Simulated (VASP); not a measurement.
Input of a VASP 6.6.1 run:

The input INCAR:

```
PREC = Accurate ; ENCUT = 520
EDIFF = 1E-8 ; ISMEAR = -1
SIGMA = 0.02 ; LREAL = False
LASPH = True ; NELM = 60
ALGO = Normal ; ISIF = 2
LWAVE = False ; LCHARG = False
GGA = PS ; LEFG = True
NBANDS = 16
```

File KPOINTS:

```
regular mesh
0
Gamma
  11 11 6
```

Contents of POSCAR:

```
AlN
1.0
    3.1005973844      0.0000000000      0.0000000000
   -1.5502986922      2.6851961018      0.0000000000
    0.0000000000      0.0000000000      4.9613510462
Al N
2 2
Direct
    0.3333333333      0.6666666667      0.0000000000
    0.6666666667      0.3333333333      0.5000000000
    0.3333333333      0.6666666667      0.3850000000
    0.6666666667      0.3333333333      0.8850000000
```

Potentials or basis: VASP PAW PBE potentials, release 64 (Al, N).

The run is started by

```console
$ cat potpaw_PBE.64/Al/POTCAR potpaw_PBE.64/N/POTCAR > POTCAR
$ mpirun -np 1 vasp_std > vasp.out
```

Task: Estimate the band gap on the k mesh.

Result: 4.18 eV, direct.

Task: Predict the pressure.

Result: 2.6 GPa.

Task: What does it give for the largest force?

Result: 0.178 eV/Å.

Stress tensor (GPa, compression positive):
```
3.40 0.00 0.00
0.00 3.40 0.00
0.00 0.00 1.14
```

Caveat: without QUAD_EFG the Cq values of the log hold for a quadrupole moment of 1 mb, not for the nuclei; the PAW data sets were made with another functional, which shifts forces and pressure a little. A k mesh can miss the band edges.
